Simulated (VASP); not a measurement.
A run of VASP 6.6.1 is set up as follows.

File INCAR:

```
SYSTEM = Ba
PREC     = Accurate       ! precision mode
ENCUT    = 520            ! plane-wave cutoff, eV
EDIFF    = 1E-7           ! SCF threshold, eV
ISMEAR   = 0              ! smearing method
SIGMA    = 0.1            ! smearing width, eV
LREAL    = .FALSE.        ! projectors in reciprocal space
LASPH    = .TRUE.         ! aspherical terms in the spheres
NELM     = 100            ! most SCF steps
ALGO     = Normal         ! electronic algorithm
ISIF     = 2              ! what is computed and relaxed
LWAVE    = .FALSE.        ! write WAVECAR
LCHARG   = .FALSE.        ! write CHGCAR
LDIPOL   = .TRUE.       
IDIPOL   = 3            
DIPOL    = 0.5 0.5 0.294
GGA      = PE             ! functional
NBANDS   = 11             ! bands
```

File KPOINTS:

```
Automatic mesh
0
G
  6 4 1
  0 0 0
```

File POSCAR:

```
Ba
1.0
    4.1372874051      0.0000000000      0.0000000000
    0.0000000000      4.0698830246      0.0000000000
    0.0000000000      0.0000000000     23.8000000000
Ba
1
Direct
    0.0000000000      0.0000000000      0.2941176471
```

Potentials or basis: VASP PAW PBE potentials, release 64 (Ba_sv).

Run with:

```console
$ cat potpaw_PBE.64/Ba_sv/POTCAR > POTCAR
$ mpirun -np 1 vasp_std > vasp.out
```

Q: Estimate the band gap on the k mesh.

A: Zero (band 5 reaches -1.55 eV, above the bottom of band 6 at -1.71 eV).

Caveat: the k points lie up to 0.39 Å⁻¹ apart; spin-orbit coupling is left out, which moves the levels of the heavy elements.
